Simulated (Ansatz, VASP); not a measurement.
This is a calculation of CuO for VASP 6.6.1.

File INCAR:

```
SYSTEM = CuO
PREC = Accurate
ENCUT = 700
EDIFF = 1E-6
ISMEAR = -1
SIGMA = 0.05
LREAL = .False.
LASPH = .True.
NELM = 120
ALGO = Normal
ISIF = 2
LWAVE = .False.
LCHARG = .False.
GGA = PE
NBANDS = 33
GGA_COMPAT = .False.
```

KPOINTS

```
Automatic mesh
0
Gamma
  9 9 5
  0 0 0
```

POSCAR

```
CuO
1.0
    2.8795009639      0.0000000000      0.0000000000
    0.0390727580      2.8792794796      0.0000000000
    0.0174953863      0.0172449008      5.1763391994
Cu O
2 2
Direct
   -0.0130100000      0.5065550000     -0.0001290000
    0.4863870000      0.0009910000      0.5025370000
    0.9959260000     -0.0093790000      0.7470280000
    0.0000390000      0.9917150000      0.2500130000
```

Potentials or basis: VASP PAW PBE potentials, release 64 (Cu_sv_GW, O).

The run is started by

```sh
$ cat potpaw_PBE.64/Cu_sv_GW/POTCAR potpaw_PBE.64/O/POTCAR > POTCAR
$ mpirun -np 1 vasp_std > vasp.out
```

Translate it to Ansatz 0.2.0. Potentials there: Ansatz PAW.

As run (the cutoff follows the program's own potentials):

Contents of input.yaml:

```yaml
crystal:
  lattice:
    - [2.8795009639, 0.0, 0.0]
    - [0.039072758, 2.8792794796, 0.0]
    - [0.0174953863, 0.0172449008, 5.1763391994]
  atoms:
    - { symbol: Cu, position: [-0.01301, 0.506555, -0.000129] }
    - { symbol: Cu, position: [0.486387, 0.000991, 0.502537] }
    - { symbol: O, position: [0.995926, -0.009379, 0.747028] }
    - { symbol: O, position: [3.9e-05, 0.991715, 0.250013] }
hamiltonian:
  xc: pbe
  pseudopotentials: { kind: paw }
kpoints:
  mp_grid: { grid: [9, 9, 5] }
scf:
  occupations: { method: fermi_dirac, width: 0.05 }
output:
  forces: true
  stress: true
  eigenvalues: true
```

Potentials or basis: Ansatz PAW.

Launch:

```console
$ ansatz run input.yaml --threads 2 --pin off --max-ram 5120MiB --backend cpu --events-out ev --progress --plain --runs-dir out
```

Both were run:

|  | VASP | Ansatz | Ansatz less VASP |
| --- | --- | --- | --- |
| gap on the k mesh at the Fermi level (eV) | none | none | - |
| pressure (GPa) | 3.3 | 6.1 | +2.87 |
| traceless stress, the component that is largest in VASP (GPa) | -0.96 | -1.01 | -0.054 |
| rms of the force components (eV/Å) | 0.353 | 0.348 | -0.0043 |

Atom by atom the forces differ by 0.005 eV/Å (rms over components). A gap of «none» marks a metal or a gap that the smearing closes. With one functional, cell and mesh, what is left measures potentials, basis and numerics.
